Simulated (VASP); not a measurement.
Set up this calculation in VASP 6.6.1, as the native input.

| Quantity | Value |
| --- | --- |
| Task | single point |
| Functional | PBE |
| Potentials or basis | VASP PAW PBE potentials, release 64 (Ti_sv, O) |
| Cutoff | 520 eV |
| k mesh | 4 × 2 × 4 |
| Occupations | gaussian, width 0.1 eV |
| Spin | no spin polarisation |
| Dipole correction | no |
| Further INCAR settings | LREAL = Auto; ALGO = Normal; EDIFF = 1e-07; NBANDS = 114 |

The structure of TiO2 lies in POSCAR:

```
TiO2
1.0
    5.1687814386      0.0000000000      0.0000000000
    0.0000000000      9.2552165052      0.0000000000
    0.0000000000      0.0000000000      5.5009633495
Ti O
8 16
Direct
    0.1379389046      0.1289874946      0.9080144659
    0.6379389046      0.3710125054      0.0919855341
    0.8620610954      0.6289874946      0.5919855341
    0.3620610954      0.8710125054      0.4080144659
    0.8620610954      0.8710125054      0.0919855341
    0.3620610954      0.6289874946      0.9080144659
    0.1379389046      0.3710125054      0.4080144659
    0.6379389046      0.1289874946      0.5919855341
    0.4640065867      0.2298050167      0.8917829249
    0.9640065867      0.2701949833      0.1082170751
    0.5359934133      0.7298050167      0.6082170751
    0.0359934133      0.7701949833      0.3917829249
    0.5359934133      0.7701949833      0.1082170751
    0.0359934133      0.7298050167      0.8917829249
    0.4640065867      0.2701949833      0.3917829249
    0.9640065867      0.2298050167      0.6082170751
    0.8169388980      0.0101580146      0.8516455048
    0.3169388980      0.4898419854      0.1483544952
    0.1830611020      0.5101580146      0.6483544952
    0.6830611020      0.9898419854      0.3516455048
    0.1830611020      0.9898419854      0.1483544952
    0.6830611020      0.5101580146      0.8516455048
    0.8169388980      0.4898419854      0.3516455048
    0.3169388980      0.0101580146      0.6483544952
```

One way to write it, as run:

INCAR

```
SYSTEM = TiO2
PREC = Accurate
ENCUT = 520
EDIFF = 1E-7
ISMEAR = 0
SIGMA = 0.1
LREAL = Auto
LASPH = .TRUE.
NELM = 60
ALGO = Normal
ISIF = 2
LWAVE = .FALSE.
LCHARG = .TRUE.
GGA = PE
LELF = .TRUE.
LVHAR = .TRUE.
NBANDS = 114
```

KPOINTS

```
regular mesh
0
G
  4 2 4
  0 0 0
```

Potentials or basis: VASP PAW PBE potentials, release 64 (Ti_sv, O).

The run is started by

```sh
$ cat potpaw_PBE.64/Ti_sv/POTCAR potpaw_PBE.64/O/POTCAR > POTCAR
$ mpirun -np 1 vasp_std > vasp.out
```

It gave:

```json
{"Pressure": "0.9 GPa", "Largest force": "0.052 eV/Å", "Band gap on the k mesh": "2.37 eV"}
```

It took 23 min on 1 thread of Intel(R) Xeon(R) Platinum 8259CL CPU @ 2.50GHz (Skylake/Cascade Lake), with other jobs on the host, peak memory 0.51 GiB.
